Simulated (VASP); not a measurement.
Set up this calculation in VASP 6.6.1, as the native input.

```
Task                   : relaxation of cell and atoms
Functional             : PBE
Potentials or basis    : VASP PAW PBE potentials, release 64 (Ag)
Cutoff                 : 500 eV
k mesh                 : 11 × 11 × 11
Occupations            : gaussian, width 0.05 eV
Spin                   : no spin polarisation
Target pressure        : 45 GPa
Dipole correction      : no
Further INCAR settings : ALGO = Normal; EDIFF = 1e-07; IBRION = 2; EDIFFG = -0.03; NSW = 80; ISIF = 3
```

The structure of Ag lies in POSCAR:

```
Ag
1.0
   -1.6200000000      1.6200000000      1.6200000000
    1.6200000000     -1.6200000000      1.6200000000
    1.6200000000      1.6200000000     -1.6200000000
Ag
1
Direct
    0.0000000000      0.0000000000      0.0000000000
```

This isn't the form of Ag at room conditions, which is fcc.

One way to write it, as run:

INCAR

```
  ALGO = Normal
  EDIFF = 1E-7
  EDIFFG = -0.03
  ENCUT = 500
  GGA = PE
  GGA_COMPAT = F
  IBRION = 2
  ISIF = 3
  ISMEAR = 0
  LASPH = T
  LCHARG = F
  LREAL = F
  LWAVE = F
  NELM = 120
  NELMIN = 4
  NSW = 80
  PREC = Accurate
  PSTRESS = 450.0
  SIGMA = 0.05
```

KPOINTS

```
k-points
0
Gamma
  11 11 11
```

Potentials or basis: VASP PAW PBE potentials, release 64 (Ag).

Run with:

```console
$ cat potpaw_PBE.64/Ag/POTCAR > POTCAR
$ mpirun -np 1 vasp_std > vasp.out
```

It gave:

The relaxed volume is 13.98 Å³/atom. The relaxed cell is a = 2.628 Å, b = 2.628 Å, c = 2.628 Å, α = 109.47°, β = 109.47°, γ = 109.47°. The space group after relaxing (to 0.1 Å) is Im-3m (No. 229) and the energy change on relaxing (the run minimises the enthalpy) is +412.0 meV/atom. The ionic steps are 5 and the pressure after relaxing is 45.1 GPa. The band gap on the k mesh is zero (an odd number of electrons rules out a gap without spin polarisation).

Caveat: the cell is relaxed towards a set pressure, so the run minimises the enthalpy, not the energy; the volume moved by over 15 % at a fixed basis, so the end points are rough.

It took 24 s on 1 thread of AMD EPYC 7R13 Processor (Zen 3) (shared host), peak memory 0.11 GiB.
